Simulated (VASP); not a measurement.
# TeAs2 (I4_1/amd) in VASP: notebook

TeAs2 is run at these levels: PBE; tasks: single point.

All numbers are computed with VASP 6.6.1; they aren't measurements. Logs are shortened: lines on timing, memory, paths and dates and some standing lists are left out, and cuts for length are marked.

## (1) The cell of the first run

Symmetry: I4_1/amd, No. 141, tetragonal system. Conventional cell: a = 7.113 Å, b = 7.113 Å, c = 5.881 Å, α = 90.00°, β = 90.00°, γ = 90.00°. Within 3.7 Å of Te (site symmetry -4m2) lie 4 As at 2.83 Å. As (site symmetry 2/m) has 2 Te at 2.83 Å and 6 As at 2.91 to 3.56 Å within 3.7 Å.

## (2) Single point, PBE

INCAR

```
ALGO = Normal
EDIFF = 1E-6
ENCUT = 520
GGA = PE
ISIF = 2
ISMEAR = 0
LASPH = True
LCHARG = True
LELF = True
LREAL = False
LVHAR = True
LWAVE = False
NBANDS = 25
NELM = 100
PREC = Accurate
SIGMA = 0.1
```

KPOINTS

```
k-points
0
Gamma
  6 6 6
```

POSCAR

```
TeAs2
1.0
   -3.5564540000      3.5564540000      2.9405160000
    3.5564540000     -3.5564540000      2.9405160000
    3.5564540000      3.5564540000     -2.9405160000
Te As
2 4
Direct
    0.7500000000      0.2500000000      0.5000000000
    0.0000000000      0.0000000000      0.0000000000
    0.3750000000      0.6250000000      0.2500000000
    0.3750000000      0.1250000000      0.7500000000
    0.3750000000      0.6250000000      0.7500000000
    0.8750000000      0.6250000000      0.2500000000
```

Potentials or basis: VASP PAW PBE potentials, release 64 (Te, As).

The run is started by

```
$ cat potpaw_PBE.64/Te/POTCAR potpaw_PBE.64/As/POTCAR > POTCAR
$ mpirun -np 1 vasp_std > vasp.out
```

OUTCAR:

```text
EDIFF = 1E-6
   ENCUT = 520
   GGA = PE
   ISIF = 2
   ISMEAR = 0
   LASPH = True
   LREAL = False
   NELM = 100
   PREC = Accurate

 ion  position               nearest neighbor table
   1  0.750  0.250  0.500-   4 2.83   6 2.83   5 2.83   3 2.83
   2  0.000  0.000  0.000-   4 2.83   6 2.83   3 2.83   5 2.83
   3  0.375  0.625  0.250-   1 2.83   2 2.83   6 2.91   5 2.91   5 2.91   6 2.91
   4  0.375  0.125  0.750-   1 2.83   2 2.83   5 2.91   6 2.91   5 2.91   6 2.91
   5  0.375  0.625  0.750-   2 2.83   1 2.83   4 2.91   3 2.91   4 2.91   3 2.91
   6  0.875  0.625  0.250-   1 2.83   2 2.83   3 2.91   4 2.91   3 2.91   4 2.91

  LATTYP: Found a body centered tetragonal cell.
 ALAT       =     7.1129080000
 C/A-ratio  =     0.8268112001

  Lattice vectors:

 A1 = (  -3.5564540000,   3.5564540000,   2.9405160000)
 A2 = (   3.5564540000,  -3.5564540000,   2.9405160000)
 A3 = (   3.5564540000,   3.5564540000,  -2.9405160000)

Analysis of symmetry for initial positions (statically):
=====================================================================
 Subroutine PRICEL returns:
 Original cell was already a primitive cell.

 Routine SETGRP: Setting up the symmetry group for a
 body centered tetragonal supercell.

 Subroutine GETGRP returns: Found 16 space group operations
 (whereof  8 operations were pure point group operations)
 out of a pool of 16 trial point group operations.

The static configuration has the point symmetry D_2d.
 The point group associated with its full space group is D_4h.

Analysis of symmetry for dynamics (positions and initial velocities):
=====================================================================
 Subroutine PRICEL returns:
 Original cell was already a primitive cell.

 Routine SETGRP: Setting up the symmetry group for a
 body centered tetragonal supercell.

 Subroutine GETGRP returns: Found 16 space group operations
 (whereof  8 operations were pure point group operations)
 out of a pool of 16 trial point group operations.

The dynamic configuration has the point symmetry D_2d.
 The point group associated with its full space group is D_4h.

 Subroutine INISYM returns: Found 16 space group operations
 (whereof  8 operations are pure point group operations),
 and found     1 'primitive' translations

----------------------------------------------------------------------------------------

                                     Primitive cell

  volume of cell :     148.7709

  direct lattice vectors                    reciprocal lattice vectors
    -3.556454000  3.556454000  2.940516000     0.000000000  0.140589475  0.170038184
     3.556454000 -3.556454000  2.940516000     0.140589475  0.000000000  0.170038184
     3.556454000  3.556454000 -2.940516000     0.140589475  0.140589475  0.000000000

  length of vectors
     5.826093413  5.826093413  5.826093413     0.220631785  0.220631785  0.198823542

  position of ions in fractional coordinates (direct lattice)
     0.750000000  0.250000000  0.500000000
     0.000000000  0.000000000  0.000000000
     0.375000000  0.625000000  0.250000000
     0.375000000  0.125000000  0.750000000
     0.375000000  0.625000000  0.750000000
     0.875000000  0.625000000  0.250000000

  ion indices of the primitive-cell ions
   primitive index   ion index
                 1           1
                 2           2
                 3           3
                 4           4
                 5           5
                 6           6

----------------------------------------------------------------------------------------

 KPOINTS: k-points

Automatic generation of k-mesh.
 Grid dimensions read from file:
 generate k-points for:    6    6    6

 Generating k-lattice:

  Cartesian coordinates                     Fractional coordinates (reciprocal lattice)
     0.000000000  0.023431579  0.028339697     0.166666667  0.000000000 -0.000000000
     0.023431579  0.000000000  0.028339697     0.000000000  0.166666667 -0.000000000
     0.023431579  0.023431579  0.000000000     0.000000000  0.000000000  0.166666667

  Length of vectors
     0.036771964  0.036771964  0.033137257

  Shift w.r.t. Gamma in fractional coordinates (k-lattice)
     0.000000000  0.000000000  0.000000000

 Subroutine IBZKPT returns following result:
 ===========================================

 Found     30 irreducible k-points:

 Following reciprocal coordinates:
            Coordinates               Weight
  0.000000  0.000000  0.000000      1.000000
  0.166667  0.000000  0.000000      8.000000
  0.333333  0.000000  0.000000      8.000000
  0.500000  0.000000 -0.000000      4.000000
  0.166667  0.166667 -0.000000      8.000000
  0.333333  0.166667 -0.000000     16.000000
[... 16 lines left out ...]
 -0.333333 -0.333333  0.166667      8.000000
 -0.166667 -0.333333  0.166667      8.000000
 [... further k-points ...]
   k-points           NKPTS =     30   k-points in BZ     NKDIM =     30   number of bands    NBANDS=     25
   number of dos      NEDOS =    301   number of ions     NIONS =      6
   total plane-waves  NPLWV = 110592
   dimension x,y,z NGX =    48 NGY =   48 NGZ =   48
   dimension x,y,z NGXF=    96 NGYF=   96 NGZF=   96
   ions per type =               2   4
   NGX,Y,Z   is equivalent  to a cutoff of  13.70, 13.70, 13.70 a.u.
   NGXF,Y,Z  is equivalent  to a cutoff of  27.39, 27.39, 27.39 a.u.
 SYSTEM =  unknown system
   PREC   = accura    normal or accurate (medium, high low for compatibility)
   ISTART =      0    job   : 0-new  1-cont  2-samecut
   ICHARG =      2    charge: 1-file 2-atom 10-const
   ISPIN  =      1    spin polarized calculation?
   LNONCOLLINEAR =      F non collinear calculations
   LSORBIT =      F    spin-orbit coupling
   LASPH  =      T    aspherical Exc in radial PAW
   ENCUT  =  520.0 eV  38.22 Ry    6.18 a.u.  10.83 10.83 10.83*2*pi/ulx,y,z
   NELM   =    100;   NELMIN=  2; NELMDL= -5     # of ELM steps
   EDIFF  = 0.1E-05   stopping-criterion for ELM
   LREAL  =      F    real-space projection
[... 7 lines left out ...]
   TEBEG  =    0.0;   TEEND  =   0.0 temperature during run
   PSTRESS=    0.0 pullay stress
   NELECT =      32.0000    total number of electrons
   NUPDOWN=      -1.0000    fix difference up-down
   EMIN   =  10.00;   EMAX   =-10.00  energy-range for DOS
   EFERMI =   0.00;   METHOD = LEGACY
   ISMEAR =     0;   SIGMA  =   0.10  broadening in eV -4-tet -1-fermi 0-gaus
   EFERMI_NEDOS =   21; number of points for ismear=-14 and -15
   IALGO  =     38    algorithm
   IMIX   =      4    mixing-type and parameters
     AMIX     =   0.40;   BMIX     =  1.00
     AMIX_MAG =   1.60;   BMIX_MAG =  1.00
  volume/ion in A,a.u.               =      24.80       167.33
  Fermi-wavevector in a.u.,A,eV,Ry     =   0.980887  1.853607 13.090692  0.962139
  Thomas-Fermi vector in A             =   2.111851
   LORBIT       =      0    0 simple, 1 ext, 2 COOP (PROOUT), +10 PAW based schemes
   GGA     = PE    functional components
   LHFCALC =     F    Hartree Fock is set to
   AEXX    =    0.0000 exact exchange contribution
   IVDW    =     0    specifies the selected vdW correction
   LEPSILON=     F    determine dielectric tensor
   LRPA    =     F    only Hartree local field effects (RPA)
 non-spin polarized calculation
 Gauss-broadening in eV      SIGMA  =   0.10
  energy-cutoff  :      520.00
  volume of cell :      148.77
 maximum number of plane-waves:      4029
 NGX is ok and might be reduce to    48
   NGX = 21   NGY = 21   NGZ = 21

 number of electron      31.9999998 magnetization

 Free energy of the ion-electron system (eV)
  ---------------------------------------------------
  ext. energy  EPLUGINS =         0.00000000
  ---------------------------------------------------
  free energy    TOTEN  =       -23.74335631 eV

  energy without entropy =      -23.72626823  energy(sigma->0) =      -23.73481227

 E-fermi :   5.6239     XC(G=0):  -9.8515

 val. band max:        5.5934680539   @ k =   0.3333   0.3333   0.0000
 cond. band min:       5.6426494819   @ k =  -0.3333  -0.3333   0.1667
 fundamental gap:      0.0491814280
 Fermi energy:         5.6238623935

 k-point     1 :       0.0000    0.0000    0.0000
  band No.  band energies     occupation
      1      -8.3286      2.00000
      2      -5.2218      2.00000
      3      -4.5154      2.00000
      4      -4.5154      2.00000
      5      -3.7317      2.00000
      6      -3.2103      2.00000
[... 17 lines left out ...]
     24      10.6213      0.00000
     25      10.9976      0.00000

 k-point     2 :       0.1667    0.0000    0.0000
  band No.  band energies     occupation
      1      -8.1508      2.00000
      2      -5.4809      2.00000
      3      -4.6706      2.00000
      4      -4.5659      2.00000
      5      -4.0427      2.00000
      6      -3.1033      2.00000
[... 17 lines left out ...]
     24      10.0693      0.00000
     25      10.9974      0.00000

 k-point     3 :       0.3333    0.0000    0.0000
  band No.  band energies     occupation
      1      -7.6271      2.00000
      2      -5.8507      2.00000
      3      -5.5832      2.00000
      4      -4.6609      2.00000
      5      -4.3715      2.00000
      6      -2.5188      2.00000
[... 552 lines left out ...]
 k-point    23 :      -0.3333   -0.3333    0.1667
  band No.  band energies     occupation
      1      -6.5620      2.00000
      2      -6.5460      2.00000
      3      -6.2334      2.00000
      4      -4.8936      2.00000
      5      -4.4573      2.00000
      6      -2.5470      2.00000
[... 17 lines left out ...]
     24      10.2679      0.00000
     25      10.9567      0.00000

 k-point    24 :      -0.1667   -0.3333    0.1667
  band No.  band energies     occupation
      1      -7.2740      2.00000
      2      -6.1731      2.00000
      3      -5.6878      2.00000
      4      -4.7154      2.00000
      5      -4.6135      2.00000
      6      -2.5134      2.00000
[... 17 lines left out ...]
     24       9.2320      0.00000
     25      11.0020      0.00000

 [... further k-points ...]

------------------------ aborting loop because EDIFF is reached ----------------------------------------

  FORCE on cell =-STRESS in cart. coord.  units (eV):
  Direction    XX          YY          ZZ          XY          YZ          ZX
  --------------------------------------------------------------------------------------
  -------------------------------------------------------------------------------------
  Total       -0.5182926     -0.5182926     -1.2949865      0.0000000     -0.0000000      0.0000000
  in kB       -5.5817153     -5.5817153    -13.9462642      0.0000000     -0.0000000      0.0000000
  external PRESSURE =      -8.3698982 kB  Pullay stress =       0.0000000 kB

 VOLUME and BASIS-vectors are now :
 -----------------------------------------------------------------------------
  energy-cutoff  :      520.00
  volume of cell :      148.77
      direct lattice vectors                 reciprocal lattice vectors
    -3.556454000  3.556454000  2.940516000     0.000000000  0.140589475  0.170038184
     3.556454000 -3.556454000  2.940516000     0.140589475  0.000000000  0.170038184
     3.556454000  3.556454000 -2.940516000     0.140589475  0.140589475  0.000000000

 POSITION                                       TOTAL-FORCE (eV/Angst)
 -----------------------------------------------------------------------------------
      0.00000      3.55645      1.47026        -0.000000     -0.000000      0.000000
      0.00000      0.00000      0.00000         0.000000      0.000000     -0.000000
      1.77823     -0.00000      2.20539         0.000000     -0.000000      0.000000
      1.77823      3.55645     -0.73513         0.000000     -0.000000      0.000000
      3.55645      1.77823      0.73513         0.000000     -0.000000      0.000000
     -0.00000      1.77823      3.67564         0.000000     -0.000000      0.000000
 -----------------------------------------------------------------------------------
    total drift:                                0.000000     -0.000000      0.000000

  FREE ENERGIE OF THE ION-ELECTRON SYSTEM (eV)
  ---------------------------------------------------
  free  energy   TOTEN  =       -23.7433563086 eV

  energy  without entropy=      -23.7262682272  energy(sigma->0) =      -23.73481227
```

Wall time 55 s (1 thread of Intel Xeon 6975P-C (Granite Rapids), shared host); peak memory 0.35 GiB.

What came out:

| Property | Result |
| --- | --- |
| Free energy | -23.7434 eV |
| Pressure | -0.8 GPa |
| Band gap on the k mesh | zero (bands 16 and 17 overlap by 0.52 eV) |

Stress tensor (GPa, compression positive):
```
-0.56  0.00  0.00
 0.00 -0.56  0.00
 0.00  0.00 -1.39
```

Levels at points of the mesh, in eV from the Fermi level:
```
           k point  band 13  band 14  band 15  band 16  band 17  band 18  band 19  band 20
(0.00, 0.00, 0.00)    -2.71    -2.05    -2.05    -0.63     1.74     3.07     3.07     3.94
(0.50, 0.00, 0.00)    -1.51    -0.82    -0.28    -0.28    -0.09     0.24     1.44     1.69
(0.50, 0.50, 0.00)    -1.06    -1.06    -0.93    -0.93    -0.17    -0.17     2.05     2.05
(0.50, 0.50, 0.50)    -0.68    -0.68     0.14     0.14     0.21     0.21     0.78     0.78
```

Caveat: spin-orbit coupling is left out, which moves the levels of the heavy elements.

## (3) Single point, PBE

INCAR

```
SYSTEM = TeAs2
PREC = Accurate
ENCUT = 520
EDIFF = 1E-7
ISMEAR = 0
SIGMA = 0.1
LREAL = .False.
LASPH = .True.
NELM = 100
ALGO = Normal
ISIF = 2
LWAVE = .False.
LCHARG = .True.
GGA = PE
LELF = .True.
LVHAR = .True.
NBANDS = 25
```

KPOINTS

```
Automatic mesh
0
Gamma
  6 6 6
  0.5 0.5 0.5
```

POSCAR is that of step 2.

Potentials or basis: VASP PAW PBE potentials, release 64 (Te, As).

The run is started by

```
$ cat potpaw_PBE.64/Te/POTCAR potpaw_PBE.64/As/POTCAR > POTCAR
$ mpirun -np 1 vasp_std > vasp.out
```

Wall time 66 s (1 thread of Intel Xeon 6975P-C (Granite Rapids), shared host); peak memory 0.35 GiB.

It converged, with:

| Property | Result |
| --- | --- |
| Free energy | -23.7514 eV |
| Pressure | -0.6 GPa |
| Band gap on the k mesh | zero (bands 16 and 17 overlap by 0.20 eV) |

Stress tensor (GPa, compression positive):
```
-0.01  0.00  0.00
 0.00 -0.01  0.00
 0.00  0.00 -1.64
```

Levels at points of the mesh, in eV from the Fermi level:
```tsv
k point	band 13	band 14	band 15	band 16	band 17	band 18	band 19	band 20
(0.08, 0.08, 0.08)	-2.52	-1.87	-1.82	-0.94	1.50	1.90	2.42	3.00
```

Caveat: spin-orbit coupling is left out, which moves the levels of the heavy elements.

## (4) Single point, PBE

INCAR

```
ALGO = Normal
EDIFF = 1E-6
ENCUT = 520
GGA = PE
ISIF = 2
ISMEAR = -1
LASPH = True
LCHARG = True
LELF = True
LREAL = False
LVHAR = True
LWAVE = False
NBANDS = 25
NELM = 80
PREC = Accurate
SIGMA = 0.02
```

KPOINTS

```
k-points
0
Gamma
  8 8 8
```

POSCAR is that of step 3.

The run is started by

```
$ cat potpaw_PBE.64/Te/POTCAR potpaw_PBE.64/As/POTCAR > POTCAR
$ mpirun -np 1 vasp_std > vasp.out
```

Wall time 2.1 min (1 thread of Intel Xeon 6975P-C (Granite Rapids), shared host); peak memory 0.43 GiB.

The run converged. Its results:

| Property | Result |
| --- | --- |
| Free energy | -23.7481 eV |
| Pressure | -0.7 GPa |
| Band gap on the k mesh | zero (bands 16 and 17 overlap by 0.54 eV) |

Stress tensor (GPa, compression positive):
```
-0.35  0.00  0.00
 0.00 -0.35  0.00
 0.00  0.00 -1.26
```

Levels at points of the mesh, in eV from the Fermi level:
```tsv
k point	band 13	band 14	band 15	band 16	band 17	band 18	band 19	band 20
(0.00, 0.00, 0.00)	-2.71	-2.08	-2.08	-0.65	1.71	3.05	3.05	3.91
(0.50, 0.00, 0.00)	-1.52	-0.85	-0.32	-0.32	-0.12	0.23	1.42	1.67
(0.50, 0.50, 0.00)	-1.10	-1.10	-0.95	-0.95	-0.20	-0.20	2.02	2.02
(0.50, 0.50, 0.50)	-0.72	-0.72	0.09	0.09	0.17	0.17	0.75	0.75
```

Caveat: spin-orbit coupling is left out, which moves the levels of the heavy elements.

(Part 1 of 2 ends here.)

The gap in the log of VASP goes by the Fermi energy; the results here count the filled bands.